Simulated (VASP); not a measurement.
Wanted: the native input for a VASP 6.6.1 run.

- Task: single point
- Functional: PBE
- Potentials or basis: VASP PAW PBE potentials, release 64 (Sn_d, Te)
- Cutoff: 520 eV
- k mesh: 4 × 4 × 4
- Occupations: gaussian, width 0.1 eV
- Spin: no spin polarisation
- Dipole correction: no
- Further INCAR settings: ALGO = Fast; EDIFF = 1e-06; NBANDS = 32

The structure of Sn3Te lies in POSCAR:

```
Sn3Te
1.0
    4.8651547182      0.0000000000      0.0000000000
    0.0000000000      4.8651547182      0.0000000000
    0.0000000000      0.0000000000      4.8651547182
Sn Te
3 1
Direct
    0.5000000000      0.0000000000      0.0000000000
    0.0000000000      0.5000000000      0.0000000000
    0.0000000000      0.0000000000      0.5000000000
    0.5000000000      0.5000000000      0.5000000000
```

The cell was built from a structure type or drawn by symmetry, and may not be a known phase.

One way to write it, as run:

INCAR

```
  PREC = Accurate
  ENCUT = 520
  EDIFF = 1E-6
  ISMEAR = 0
  SIGMA = 0.1
  LREAL = False
  LASPH = True
  NELM = 60
  ALGO = Fast
  ISIF = 2
  LWAVE = False
  LCHARG = False
  GGA = PE
  NBANDS = 32
```

KPOINTS

```
regular mesh
0
Gamma
  4 4 4
```

Potentials or basis: VASP PAW PBE potentials, release 64 (Sn_d, Te).

Launch:

```console
$ cat potpaw_PBE.64/Sn_d/POTCAR potpaw_PBE.64/Te/POTCAR > POTCAR
$ mpirun -np 1 vasp_std > vasp.out
```

It gave:

| Property | Result |
| --- | --- |
| Pressure | -0.1 GPa |
| Band gap on the k mesh | zero (bands 24 and 25 overlap by 3.21 eV) |

Caveat: spin-orbit coupling is left out, which moves the levels of the heavy elements.

It took 43 s on 1 thread of Intel Xeon 8259CL (shared host), peak memory 0.21 GiB.
